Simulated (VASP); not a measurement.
Wanted: the native input for a VASP 6.6.1 run.

```
Task                   : single point
Functional             : PBE
Dispersion             : D3(BJ)
Potentials or basis    : VASP PAW PBE potentials, release 64 (Bi_d)
Cutoff                 : 520 eV
k mesh                 : 18 × 18 × 18
Occupations            : gaussian, width 0.15 eV
Spin                   : no spin polarisation
Dipole correction      : no
Further INCAR settings : ALGO = Fast; EDIFF = 1e-06; NBANDS = 14
```

The structure of Bi lies in POSCAR:

```
Bi
1.0
   -1.7144949006      1.7144949006      2.4911610906
    1.7144949006     -1.7144949006      2.4911610906
    1.7144949006      1.7144949006     -2.4911610906
Bi
1
Direct
    0.0000000000      0.0000000000      0.0000000000
```

The input as run:

INCAR

```
PREC     = Accurate       # precision mode
ENCUT    = 520            # plane-wave cutoff, eV
EDIFF    = 1E-6           # SCF threshold, eV
ISMEAR   = 0              # smearing method
SIGMA    = 0.15           # smearing width, eV
LREAL    = False          # projectors in reciprocal space
LASPH    = True           # aspherical terms in the spheres
NELM     = 100            # most SCF steps
ALGO     = Fast           # electronic algorithm
ISIF     = 2              # what is computed and relaxed
LWAVE    = False          # write WAVECAR
LCHARG   = False          # write CHGCAR
GGA      = PE             # functional
IVDW     = 12             # dispersion correction
NBANDS   = 14             # bands
```

KPOINTS

```
regular mesh
0
Gamma
  18 18 18
```

Potentials or basis: VASP PAW PBE potentials, release 64 (Bi_d).

Launch:

```bash
$ cat potpaw_PBE.64/Bi_d/POTCAR > POTCAR
$ mpirun -np 1 vasp_std > vasp.out
```

Results of the run:

| Property | Result |
| --- | --- |
| Pressure | 2.0 GPa |
| Band gap on the k mesh | zero (an odd number of electrons rules out a gap without spin polarisation) |
| Dispersion energy per atom | -0.538 eV |

Caveat: spin-orbit coupling is left out, which moves the levels of the heavy elements.

Run time: 5.3 min on 1 thread of Intel Xeon 8259CL, on a shared host, peak memory 0.31 GiB.
